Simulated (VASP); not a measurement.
Wanted: the native input for a VASP 6.6.1 run.

- Task: single point
- Functional: PBE
- Potentials or basis: VASP PAW PBE potentials, release 64 (O, Ca_sv, Se)
- Cutoff: 520 eV
- k mesh: 6 × 6 × 4
- Occupations: gaussian, width 0.01 eV
- Spin: no spin polarisation
- Dipole correction: no
- Further INCAR settings: ALGO = Normal; EDIFF = 1e-06; NBANDS = 24

The structure of Ca2SeO lies in POSCAR:

```
Ca2SeO
1.0
    3.8233195347      0.0000000000      0.0000000000
    0.0000000000      3.8233195347      0.0000000000
    0.0000000000      0.0000000000      5.4128851321
O Ca Se
1 2 1
Direct
    0.0000000000      0.0000000000      0.0000000000
    0.0000000000      0.0000000000      0.5000000000
    0.5000000000      0.5000000000      0.0000000000
    0.5000000000      0.5000000000      0.5000000000
```

This cell differs from its parent crystal: volume changed by -6%.

These files were run (other wordings do the same):

INCAR

```
SYSTEM = Ca2SeO
PREC     = Accurate       ! precision mode
ENCUT    = 520            ! plane-wave cutoff, eV
EDIFF    = 1E-6           ! SCF threshold, eV
ISMEAR   = 0              ! smearing method
SIGMA    = 0.01           ! smearing width, eV
LREAL    = .False.        ! projectors in reciprocal space
LASPH    = .True.         ! aspherical terms in the spheres
NELM     = 60             ! most SCF steps
ALGO     = Normal         ! electronic algorithm
ISIF     = 2              ! what is computed and relaxed
LWAVE    = .False.        ! write WAVECAR
LCHARG   = .False.        ! write CHGCAR
GGA      = PE             ! functional
NBANDS   = 24             ! bands
```

KPOINTS

```
Automatic mesh
0
Gamma
  6 6 4
  0 0 0
```

Potentials or basis: VASP PAW PBE potentials, release 64 (O, Ca_sv, Se).

Run with:

```bash
$ cat potpaw_PBE.64/O/POTCAR potpaw_PBE.64/Ca_sv/POTCAR potpaw_PBE.64/Se/POTCAR > POTCAR
$ mpirun -np 1 vasp_std > vasp.out
```

It gave:

The pressure is 4.6 GPa. The band gap on the k mesh is 1.98 eV, direct.

Run time: 33 s on 1 thread of Intel(R) Xeon(R) Platinum 8375C CPU @ 2.90GHz (Ice Lake) (shared host), peak memory 0.2 GiB.
